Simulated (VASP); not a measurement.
The system is Ga.

```
CELL_PARAMETERS angstrom
0.00000 3.17570 3.17570
3.17570 0.00000 3.17570
3.17570 3.17570 0.00000
ATOMIC_POSITIONS crystal
Ga 0.00000 0.00000 0.00000
```

- Program: VASP 6.6.1
- Task: relaxation of cell and atoms
- Functional: PBE
- Potentials or basis: VASP PAW PBE potentials, release 64 (Ga_d)
- Cutoff: 600 eV
- k mesh: 6 × 6 × 6
- Occupations: gaussian, width 0.1 eV
- Spin: no spin polarisation

At the start: pressure -3.2 GPa; volume 64.05 Å³/atom.

Q: How do energy, volume and symmetry change on relaxing?

A: Over 9 steps the energy falls by 1544.2 meV/atom and the volume is 18.35 Å³/atom (-71.3 %); space group Fm-3m (No. 225, to 0.05 Å).

Step by step:
```
step  energy change (eV)  largest force (eV/Å)  pressure (GPa)  volume (Å³)
   1              0.0000                0.0000           -3.22        64.05
   2             -0.2611                0.0000           -4.33        52.84
   3             -0.9356                0.0000           -6.92        33.38
   4              0.6264                0.0000          148.04        10.00
   5             -1.1266                0.0000           -7.21        29.10
   6             -1.5422                0.0000            1.49        17.89
   7             -1.5404                0.0000           -1.79        18.97
   8             -1.5422                0.0000           -1.37        18.79
   9             -1.5442                0.0000           -0.11        18.35
```

Final structure:
```xyz
1
Lattice="0.0000 2.0936 2.0936 2.0936 0.0000 2.0936 2.0936 2.0936 0.0000" Properties=species:S:1:pos:R:3 pbc="T T T"
Ga    0.0000    0.0000    0.0000
```

Caveat: the volume moved by over 15 % at a fixed basis, so the end points are rough.
